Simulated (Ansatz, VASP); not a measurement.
Ag in VASP and in Ansatz

```
Ag
1.0
     2.99237    0.00000    0.00000
    -1.49618    2.59146    0.00000
     0.00000    0.00000    9.75100
Ag
4
Direct
  0.33333 0.66667 0.25000
  0.66667 0.33333 0.75000
  0.00000 0.00000 0.00000
  0.00000 0.00000 0.50000
```

Change from the starting cell: strain +0.030 along x and y, +0.030 along z, atoms carried along.

Alike in both runs: task single point; functional r2SCAN; k mesh 18 × 18 × 6; occupations gaussian, width 0.15 eV; no spin polarisation.

```csv
,VASP,Ansatz
version,VASP 6.6.1,Ansatz 0.2.0
potentials or method,"VASP PAW PBE potentials, release 64 (Ag), cutoff 520 eV","scalar-relativistic, plane waves, PAW"
valence electrons in the cell,44,76
```

```csv
,VASP,Ansatz,Ansatz less VASP
gap on the k mesh at the Fermi level (eV),none,none,-
pressure (GPa),-7.0,-7.0,-0.02
"traceless stress, the component that is largest in VASP (GPa)",0.14,0.14,+0.002
```

VASP's potentials were made for PBE, not for r2SCAN. A gap of «none» marks a metal or a gap that the smearing closes. VASP's potentials hold 44 valence electrons a cell and Ansatz's 76, so a difference there can come from the potentials and not from the codes.
